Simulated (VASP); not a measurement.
# Bi3Ru: relaxation of cell and atoms with r2SCAN

The system is Bi3Ru.

```
CELL_PARAMETERS angstrom
5.17297 0.00000 0.00000
0.00000 5.17297 0.00000
0.00000 0.00000 5.17297
ATOMIC_POSITIONS crystal
Ru 0.00000 0.00000 0.00000
Bi 0.50000 0.00000 0.00000
Bi 0.00000 0.50000 0.00000
Bi 0.00000 0.00000 0.50000
```

* Program: VASP 6.6.1
* Task: relaxation of cell and atoms
* Functional: r2SCAN
* Potentials or basis: VASP PAW PBE potentials, release 64 (Ru_pv, Bi_d)
* Cutoff: 600 eV
* k mesh: 4 × 4 × 4
* Occupations: fermi-dirac, width 0.0615 eV
* Spin: no spin polarisation
* Dipole correction: no
* Further INCAR settings: ALGO = Normal; EDIFF = 1e-06; IBRION = 2; EDIFFG = -0.01; NSW = 60; ISIF = 3

- Relaxed volume: 37.47 Å³/atom
- Relaxed cell: a = 5.312 Å, b = 5.312 Å, c = 5.312 Å, α = 90.00°, β = 90.00°, γ = 90.00°
- Space group after relaxing (to 0.1 Å): Pm-3m (No. 221)
- Energy gained by relaxing: 42.0 meV/atom
- Ionic steps: 3
- Pressure after relaxing: 0.0 GPa
- Band gap on the k mesh: zero (an odd number of electrons rules out a gap without spin polarisation)

The path:
```csv
step,energy change (eV),largest force (eV/Å),pressure (GPa),volume (Å³)
1,0.0000,0.0000,5.08,138.43
2,-0.0287,0.0000,-3.50,161.61
3,-0.1681,0.0000,-0.04,149.88
```

Final structure:
```
Ru Bi
1.0
     5.31187    0.00000    0.00000
     0.00000    5.31187    0.00000
     0.00000    0.00000    5.31187
Ru Bi
1 3
Cartesian
  0.0000 0.0000 0.0000
  2.6559 0.0000 0.0000
  0.0000 2.6559 0.0000
  0.0000 0.0000 2.6559
```

Levels at points of the mesh, in eV from the Fermi level:
| k point | band 26 | band 27 | band 28 | band 29 | band 30 | band 31 | band 32 | band 33 | band 34 | band 35 |
| --- | --- | --- | --- | --- | --- | --- | --- | --- | --- | --- |
| (0.00, 0.00, 0.00) | -1.85 | -1.85 | -0.26 | -0.26 | 0.51 | 0.51 | 0.51 | 1.97 | 1.97 | 1.97 |
| (0.50, 0.00, 0.00) | -2.64 | -1.85 | -1.37 | -0.37 | -0.23 | 1.07 | 1.07 | 1.53 | 1.53 | 1.64 |
| (0.50, 0.50, 0.00) | -2.83 | -1.61 | -0.78 | -0.78 | -0.19 | 0.57 | 1.18 | 1.18 | 2.94 | 5.36 |
| (0.50, 0.50, 0.50) | -3.83 | -3.83 | -0.06 | -0.06 | -0.06 | 2.88 | 3.01 | 3.01 | 3.01 | 6.53 |

Wall time 5.7 min on 1 thread of Intel(R) Xeon(R) 6975P-C (Granite Rapids), with other jobs on the host, peak memory 0.3 GiB.

Caveat: the PAW data sets were made with another functional, which shifts forces and pressure a little; spin-orbit coupling is left out, which moves the levels of the heavy elements.
